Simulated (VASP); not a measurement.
A run of VASP 6.6.1 is set up as follows.

Contents of INCAR:

```
PREC = Accurate ; ENCUT = 350
EDIFF = 1E-5 ; ISMEAR = 0
SIGMA = 0.03 ; LREAL = Auto
LASPH = T ; NELM = 120
ALGO = Normal ; ISIF = 2
LWAVE = F ; LCHARG = F
ISPIN = 2 ; MAGMOM = 1 0 0 0 0 0 0 0 0 0 0 0 0 0 0 0 0 0 0 0 0 0 0 0
LORBIT = 11 ; NUPDOWN = 1
LMAXMIX = 4 ; LDAU = T
LDAUTYPE = 2 ; LDAUL = 2 -1 -1
LDAUU = 6 0 0 ; LDAUJ = 0 0 0
LDAUPRINT = 1 ; GGA = PS
NBANDS = 128 ; NELECT = 213.0
ISYM = 0 ; KPAR = 2
```

The input KPOINTS:

```
regular mesh
0
Gamma
  2 2 2
```

Contents of POSCAR:

```
Ga11CoAs12                              
1.0
    0.0000000000      8.4805500000      8.4805500000
    5.6537000000      0.0000000000      5.6537000000
    5.6537000000      5.6537000000      0.0000000000
  Co              Ga              As            
     1    11    12
Direct
     0.0066925719835698    0.9937141185467731    0.9894075178121383
     0.0036149405823148    0.0067941455452569    0.4913116812925748
     0.0033673344709242    0.4960509051048852    0.0021427881071661
     0.0017799837581386    0.5010082665105793    0.4973441884264218
     0.3276748809062568    0.0058569081989590    0.0042469272995551
     0.3315651927990914    0.0029943060310894    0.4994590477142880
     0.3311341884067474    0.5006650630222826    0.0029131517956047
     0.3334153385035082    0.5004059489380128    0.4997878979066767
     0.6699969801383097    0.0057813565070796    0.0007096137014078
     0.6680206982003589    0.0045122537087470    0.4914820337227830
     0.6675722548175600    0.4945829207286274    0.0024512684305043
     0.6691179676252647    0.5009885932809828    0.4966091682727207
     0.0789957097931353    0.1211250389899975    0.1162352325616507
     0.0823352455479382    0.1255061397210186    0.6312194500384299
     0.0819289515241650    0.6350907659257327    0.1218327337501722
     0.0829839880786138    0.6288130416631634    0.6244662737167826
     0.4195627174620056    0.1246961481494373    0.1234522585659485
     0.4169722282742185    0.1246590307471648    0.6269219319906323
     0.4166092128854977    0.6283930309063548    0.1240086011379191
     0.4178141351967082    0.6253785724193148    0.6249934720285656
     0.7650135614896847    0.1207327416144646    0.1173605554850609
     0.7520679879726129    0.1250093059385999    0.6231419800877798
     0.7517734121089140    0.6279857925880502    0.1206706644783203
     0.7509015174744506    0.6267756052134359    0.6244545616769117
```

Potentials or basis: VASP PAW PBE potentials, release 64 (Co, Ga_d, As).

Launch:

```bash
$ cat potpaw_PBE.64/Co/POTCAR potpaw_PBE.64/Ga_d/POTCAR potpaw_PBE.64/As/POTCAR > POTCAR
$ mpirun -np 4 vasp_std > vasp.out
```

Task: Estimate the largest force.

Result: 0.253 eV/Å.

Forces on the atoms (eV/Å):
```
Co   0.008 -0.025 -0.011
Ga   0.029  0.016  0.025
Ga   0.033  0.038  0.008
Ga  -0.054 -0.005  0.004
Ga  -0.005 -0.019 -0.020
Ga   0.037 -0.023 -0.017
Ga   0.022 -0.031 -0.027
Ga   0.010 -0.005  0.006
Ga   0.022  0.012 -0.012
Ga   0.009 -0.034  0.009
Ga  -0.003  0.002 -0.028
Ga   0.014  0.004 -0.005
As   0.100  0.139  0.111
As  -0.178 -0.119  0.135
As  -0.150  0.149 -0.118
As   0.001  0.005  0.005
As  -0.022  0.009  0.025
As  -0.015  0.002  0.009
As  -0.008  0.001  0.011
As   0.011  0.000  0.012
As   0.135 -0.103 -0.113
As  -0.009 -0.009 -0.002
As  -0.001  0.007 -0.006
As   0.014 -0.010 -0.001
```

Caveat: the k points lie up to 0.48 Å⁻¹ apart; the PAW data sets were made with another functional, which shifts forces and pressure a little; the total moment is fixed, so each spin has its own Fermi level; the U is typed as a test and isn't derived for this compound. The state reached can hang on the start; a lower one may exist.
